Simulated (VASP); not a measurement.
# ScB2N3 (P6/mmm) in VASP: a series of runs

ScB2N3 is run at these levels: PBE; tasks: single point, relaxation of cell and atoms.

All numbers are computed with VASP 6.6.1; they aren't measurements. Logs are shortened: lines on timing, memory, paths and dates and some standing lists are left out, and cuts for length are marked.

### 1 The cell of the first run

The structure is hexagonal, space group P6/mmm (No. 191). Conventional cell: a = 4.735 Å, b = 4.735 Å, c = 2.395 Å, α = 90.00°, β = 90.00°, γ = 120.00°. Sc (site symmetry 6/mmm) has 2 Sc at 2.39 Å and 12 N at 2.65 Å and 6 B at 2.73 Å within 3.2 Å. B (site symmetry -6m2) has 6 N at 1.82 Å and 2 B at 2.39 Å within 2.4 Å. Within 2.4 Å of N (site symmetry mmm) lie 4 B at 1.82 Å and 6 N at 2.37 to 2.39 Å.

### 2 Single point, PBE

INCAR

```
SYSTEM = ScB2N3
PREC = Accurate
ENCUT = 520
EDIFF = 1E-6
ISMEAR = 0
SIGMA = 0.1
LREAL = .False.
LASPH = .True.
NELM = 80
ALGO = Normal
ISIF = 2
LWAVE = .False.
LCHARG = .False.
GGA = PE
NBANDS = 25
```

KPOINTS

```
Automatic mesh
0
Gamma
  6 6 6
  0 0 0
```

POSCAR

```
ScB2N3
1.0
    4.7353073990      0.0000000000      0.0000000000
   -2.3676536995      4.1008965022      0.0000000000
    0.0000000000      0.0000000000      2.3945236252
Sc B N
1 2 3
Direct
    0.0000000000      0.0000000000      0.0000000000
    0.6666666667      0.3333333333      0.0000000000
    0.3333333333      0.6666666667      0.0000000000
    0.0000000000      0.5000000000      0.5000000000
    0.5000000000      0.5000000000      0.5000000000
    0.5000000000      0.0000000000      0.5000000000
```

Potentials or basis: VASP PAW PBE potentials, release 64 (Sc_sv, B, N).

The run is started by

```console
cat potpaw_PBE.64/Sc_sv/POTCAR potpaw_PBE.64/B/POTCAR potpaw_PBE.64/N/POTCAR > POTCAR
mpirun -np 1 vasp_std > vasp.out
```

OUTCAR:

```text
SYSTEM = ScB2N3
   PREC = Accurate
   ENCUT = 520
   EDIFF = 1E-6
   ISMEAR = 0
   LREAL = .False.
   LASPH = .True.
   NELM = 80
   ISIF = 2
   GGA = PE

 ion  position               nearest neighbor table
   1  0.000  0.000  0.000-   2 2.73   3 2.73   3 2.73   2 2.73   2 2.73   3 2.73
   2  0.667  0.333  0.000-   6 1.82   6 1.82   4 1.82   4 1.82   5 1.82   5 1.82   1 2.73   1 2.73
                             1 2.73
   3  0.333  0.667  0.000-   6 1.82   6 1.82   4 1.82   4 1.82   5 1.82   5 1.82   1 2.73   1 2.73
                             1 2.73
   4  0.000  0.500  0.500-   2 1.82   3 1.82   2 1.82   3 1.82
   5  0.500  0.500  0.500-   2 1.82   3 1.82   2 1.82   3 1.82
   6  0.500  0.000  0.500-   2 1.82   3 1.82   2 1.82   3 1.82

  LATTYP: Found a hexagonal cell.
 ALAT       =     4.7353073990
 C/A-ratio  =     0.5056743783

  Lattice vectors:

 A1 = (   4.7353073990,   0.0000000000,   0.0000000000)
 A2 = (  -2.3676536995,   4.1008965022,   0.0000000000)
 A3 = (   0.0000000000,   0.0000000000,   2.3945236252)

Analysis of symmetry for initial positions (statically):
=====================================================================
 Subroutine PRICEL returns:
 Original cell was already a primitive cell.

 Routine SETGRP: Setting up the symmetry group for a
 hexagonal supercell.

 Subroutine GETGRP returns: Found 24 space group operations
 (whereof 24 operations were pure point group operations)
 out of a pool of 24 trial point group operations.

The static configuration has the point symmetry D_6h.

Analysis of symmetry for dynamics (positions and initial velocities):
=====================================================================
 Subroutine PRICEL returns:
 Original cell was already a primitive cell.

 Routine SETGRP: Setting up the symmetry group for a
 hexagonal supercell.

 Subroutine GETGRP returns: Found 24 space group operations
 (whereof 24 operations were pure point group operations)
 out of a pool of 24 trial point group operations.

The dynamic configuration has the point symmetry D_6h.

 Subroutine INISYM returns: Found 24 space group operations
 (whereof 24 operations are pure point group operations),
 and found     1 'primitive' translations

----------------------------------------------------------------------------------------

                                     Primitive cell

  volume of cell :      46.4993

  direct lattice vectors                    reciprocal lattice vectors
     4.735307399  0.000000000  0.000000000     0.211179532  0.121924560  0.000000000
    -2.367653699  4.100896502  0.000000000     0.000000000  0.243849119  0.000000000
     0.000000000  0.000000000  2.394523625     0.000000000  0.000000000  0.417619601

  length of vectors
     4.735307399  4.735307399  2.394523625     0.243849119  0.243849119  0.417619601

  position of ions in fractional coordinates (direct lattice)
     0.000000000  0.000000000  0.000000000
     0.666666667  0.333333333  0.000000000
     0.333333333  0.666666667  0.000000000
     0.000000000  0.500000000  0.500000000
     0.500000000  0.500000000  0.500000000
     0.500000000  0.000000000  0.500000000

  ion indices of the primitive-cell ions
   primitive index   ion index
                 1           1
                 2           2
                 3           3
                 4           4
                 5           5
                 6           6

----------------------------------------------------------------------------------------

 KPOINTS: Automatic mesh

Automatic generation of k-mesh.
 Grid dimensions read from file:
 generate k-points for:    6    6    6

 Generating k-lattice:

  Cartesian coordinates                     Fractional coordinates (reciprocal lattice)
     0.035196589  0.020320760  0.000000000     0.166666667  0.000000000  0.000000000
     0.000000000  0.040641520  0.000000000     0.000000000  0.166666667  0.000000000
     0.000000000  0.000000000  0.069603267     0.000000000  0.000000000  0.166666667

  Length of vectors
     0.040641520  0.040641520  0.069603267

  Shift w.r.t. Gamma in fractional coordinates (k-lattice)
     0.000000000  0.000000000  0.000000000

 Subroutine IBZKPT returns following result:
 ===========================================

 Found     28 irreducible k-points:

 Following reciprocal coordinates:
            Coordinates               Weight
  0.000000  0.000000  0.000000      1.000000
  0.166667 -0.000000  0.000000      6.000000
  0.333333 -0.000000  0.000000      6.000000
  0.500000 -0.000000  0.000000      3.000000
  0.166667  0.166667  0.000000      6.000000
  0.333333  0.166667  0.000000     12.000000
[... 16 lines left out ...]
  0.166667 -0.000000  0.500000      6.000000
  0.333333 -0.000000  0.500000      6.000000
 [... further k-points ...]
   k-points           NKPTS =     28   k-points in BZ     NKDIM =     28   number of bands    NBANDS=     25
   number of dos      NEDOS =    301   number of ions     NIONS =      6
   total plane-waves  NPLWV =  23328
   dimension x,y,z NGX =    36 NGY =   36 NGZ =   18
   dimension x,y,z NGXF=    72 NGYF=   72 NGZF=   36
   ions per type =               1   2   3
   NGX,Y,Z   is equivalent  to a cutoff of  12.64, 12.64, 12.50 a.u.
   NGXF,Y,Z  is equivalent  to a cutoff of  25.28, 25.28, 24.99 a.u.
 SYSTEM =  ScB2N3
   PREC   = accura    normal or accurate (medium, high low for compatibility)
   ISTART =      0    job   : 0-new  1-cont  2-samecut
   ICHARG =      2    charge: 1-file 2-atom 10-const
   ISPIN  =      1    spin polarized calculation?
   LNONCOLLINEAR =      F non collinear calculations
   LSORBIT =      F    spin-orbit coupling
   LASPH  =      T    aspherical Exc in radial PAW
   ENCUT  =  520.0 eV  38.22 Ry    6.18 a.u.   8.80  8.80  4.45*2*pi/ulx,y,z
   NELM   =     80;   NELMIN=  2; NELMDL= -5     # of ELM steps
   EDIFF  = 0.1E-05   stopping-criterion for ELM
   LREAL  =      F    real-space projection
   EDIFFG = 0.1E-04   stopping-criterion for IOM
   NSW    =      0    number of steps for IOM
   IBRION =     -1    ionic relax: 0-MD 1-quasi-New 2-CG
   NFREE  =      0    steps in history (QN), initial steepest desc. (CG)
   ISIF   =      2    stress and relaxation
   ISYM   =      2    0-nonsym 1-usesym 2-fastsym
   POTIM  = 0.5000    time-step for ionic-motion
   TEBEG  =    0.0;   TEEND  =   0.0 temperature during run
   PSTRESS=    0.0 pullay stress
   NELECT =      32.0000    total number of electrons
   NUPDOWN=      -1.0000    fix difference up-down
   EMIN   =  10.00;   EMAX   =-10.00  energy-range for DOS
   EFERMI =   0.00;   METHOD = LEGACY
   ISMEAR =     0;   SIGMA  =   0.10  broadening in eV -4-tet -1-fermi 0-gaus
   EFERMI_NEDOS =   21; number of points for ismear=-14 and -15
   IALGO  =     38    algorithm
   IMIX   =      4    mixing-type and parameters
     AMIX     =   0.40;   BMIX     =  1.00
     AMIX_MAG =   1.60;   BMIX_MAG =  1.00
  volume/ion in A,a.u.               =       7.75        52.30
  Fermi-wavevector in a.u.,A,eV,Ry     =   1.445360  2.731335 28.423474  2.089066
  Thomas-Fermi vector in A             =   2.563551
   LORBIT       =      0    0 simple, 1 ext, 2 COOP (PROOUT), +10 PAW based schemes
   GGA     = PE    functional components
   LHFCALC =     F    Hartree Fock is set to
   AEXX    =    0.0000 exact exchange contribution
   IVDW    =     0    specifies the selected vdW correction
   LEPSILON=     F    determine dielectric tensor
   LRPA    =     F    only Hartree local field effects (RPA)
 non-spin polarized calculation
 Gauss-broadening in eV      SIGMA  =   0.10
  energy-cutoff  :      520.00
  volume of cell :       46.50
 maximum number of plane-waves:      1269
 NGX is ok and might be reduce to    36
   NGX = 17   NGY = 17   NGZ =  9

 number of electron      32.0000005 magnetization

 Free energy of the ion-electron system (eV)
  ---------------------------------------------------
  ext. energy  EPLUGINS =         0.00000000
  ---------------------------------------------------
  free energy    TOTEN  =       -39.11428419 eV

  energy without entropy =      -39.09666322  energy(sigma->0) =      -39.10547371

 E-fermi :   8.2844     XC(G=0): -12.6447

 val. band max:        8.2769866859   @ k =   0.1667   0.1667   0.5000
 cond. band min:       8.2915177104   @ k =   0.1667  -0.0000   0.1667
 fundamental gap:      0.0145310245
 Fermi energy:         8.2843510902

 k-point     1 :       0.0000    0.0000    0.0000
  band No.  band energies     occupation
      1     -41.8704      2.00000
      2     -20.4665      2.00000
      3     -20.4665      2.00000
      4     -19.1203      2.00000
      5     -11.6111      2.00000
      6      -7.4157      2.00000
[... 17 lines left out ...]
     24      14.4395      0.00000
     25      15.3041      0.00000

 k-point     2 :       0.1667   -0.0000    0.0000
  band No.  band energies     occupation
      1     -41.8702      2.00000
      2     -20.4766      2.00000
      3     -20.4690      2.00000
      4     -19.1202      2.00000
      5     -11.4327      2.00000
      6      -7.9668      2.00000
[... 17 lines left out ...]
     24      14.9469      0.00000
     25      15.3919      0.00000

 k-point     3 :       0.3333   -0.0000    0.0000
  band No.  band energies     occupation
      1     -41.8699      2.00000
      2     -20.4965      2.00000
      3     -20.4742      2.00000
      4     -19.1199      2.00000
      5     -10.9447      2.00000
      6      -8.9485      2.00000
[... 17 lines left out ...]
     24      15.2537      0.00000
     25      15.6737      0.00000

 k-point     4 :       0.5000   -0.0000    0.0000
  band No.  band energies     occupation
      1     -41.8698      2.00000
      2     -20.5063      2.00000
      3     -20.4767      2.00000
      4     -19.1198      2.00000
      5     -10.4782      2.00000
      6      -9.5981      2.00000
[... 17 lines left out ...]
     24      15.7536      0.00000
     25      16.0604      0.00000

 k-point     5 :       0.1667    0.1667    0.0000
  band No.  band energies     occupation
      1     -41.8700      2.00000
      2     -20.4897      2.00000
      3     -20.4747      2.00000
      4     -19.1200      2.00000
      5     -11.0975      2.00000
      6      -8.6598      2.00000
[... 17 lines left out ...]
     24      15.0260      0.00000
     25      15.7313      0.00000

 k-point     6 :       0.3333    0.1667    0.0000
  band No.  band energies     occupation
      1     -41.8698      2.00000
      2     -20.5014      2.00000
      3     -20.4817      2.00000
      4     -19.1198      2.00000
      5     -10.5358      2.00000
      6      -9.4679      2.00000
[... 17 lines left out ...]
     24      15.3310      0.00000
     25      16.0393      0.00000
[... 393 lines left out ...]
 k-point    21 :       0.3333    0.3333    0.3333
  band No.  band energies     occupation
      1     -41.4780      2.00000
      2     -21.1266      2.00000
      3     -20.1850      2.00000
      4     -20.1850      2.00000
      5      -8.2686      2.00000
      6      -8.2686      2.00000
[... 17 lines left out ...]
     24      13.9506      0.00000
     25      15.5605      0.00000

 k-point    22 :       0.0000    0.0000    0.5000
  band No.  band energies     occupation
      1     -41.3405      2.00000
      2     -21.7328      2.00000
      3     -20.0685      2.00000
      4     -20.0685      2.00000
      5      -8.5414      2.00000
      6      -4.1690      2.00000
[... 17 lines left out ...]
     24      13.2229      0.00000
     25      13.7476      0.00000

 k-point    23 :       0.1667   -0.0000    0.5000
  band No.  band energies     occupation
      1     -41.3404      2.00000
      2     -21.7315      2.00000
      3     -20.0716      2.00000
      4     -20.0694      2.00000
      5      -8.4210      2.00000
      6      -4.8932      2.00000
[... 17 lines left out ...]
     24      13.4228      0.00000
     25      14.7448      0.00000

 k-point    24 :       0.3333   -0.0000    0.5000
  band No.  band energies     occupation
      1     -41.3402      2.00000
      2     -21.7288      2.00000
      3     -20.0778      2.00000
      4     -20.0713      2.00000
      5      -8.0829      2.00000
      6      -5.9690      2.00000
[... 17 lines left out ...]
     24      12.8914      0.00000
     25      16.5305      0.00000

 [... further k-points ...]

------------------------ aborting loop because EDIFF is reached ----------------------------------------

  FORCE on cell =-STRESS in cart. coord.  units (eV):
  Direction    XX          YY          ZZ          XY          YZ          ZX
  --------------------------------------------------------------------------------------
  -------------------------------------------------------------------------------------
  Total        0.0629417      0.0629417      0.1076686      0.0000000     -0.0000000      0.0000000
  in kB        2.1687157      2.1687157      3.7098271      0.0000000     -0.0000000      0.0000000
  external PRESSURE =       2.6824195 kB  Pullay stress =       0.0000000 kB

 VOLUME and BASIS-vectors are now :
 -----------------------------------------------------------------------------
  energy-cutoff  :      520.00
  volume of cell :       46.50
      direct lattice vectors                 reciprocal lattice vectors
     4.735307399  0.000000000  0.000000000     0.211179532  0.121924560  0.000000000
    -2.367653699  4.100896502  0.000000000     0.000000000  0.243849119  0.000000000
     0.000000000  0.000000000  2.394523625     0.000000000  0.000000000  0.417619601

 POSITION                                       TOTAL-FORCE (eV/Angst)
 -----------------------------------------------------------------------------------
      0.00000      0.00000      0.00000         0.000000      0.000000      0.000000
      2.36765      1.36697      0.00000         0.000000     -0.000000     -0.000000
     -0.00000      2.73393      0.00000        -0.000000      0.000000      0.000000
     -1.18383      2.05045      1.19726         0.000000      0.000000      0.000000
      1.18383      2.05045      1.19726         0.000000      0.000000      0.000000
      2.36765      0.00000      1.19726         0.000000      0.000000      0.000000
 -----------------------------------------------------------------------------------
    total drift:                                0.000000      0.000000      0.000000

  FREE ENERGIE OF THE ION-ELECTRON SYSTEM (eV)
  ---------------------------------------------------
  free  energy   TOTEN  =       -39.1142841950 eV

  energy  without entropy=      -39.0966632241  energy(sigma->0) =      -39.10547371
```

Wall time 17 s (1 thread of Intel Xeon 6975P-C (Granite Rapids), shared host); peak memory 0.17 GiB.

What came out:

```yaml
Free_energy: -39.1143 eV
Pressure: 0.3 GPa
Band_gap_on_the_k_mesh: zero (band 16 reaches 8.87 eV, above the bottom of band 17 at 8.09 eV)
```

Stress tensor (GPa, compression positive):
```
0.22 0.00 0.00
0.00 0.22 0.00
0.00 0.00 0.37
```

Caveat: the k points lie up to 0.44 Å⁻¹ apart.

[end of part 1 of 2]
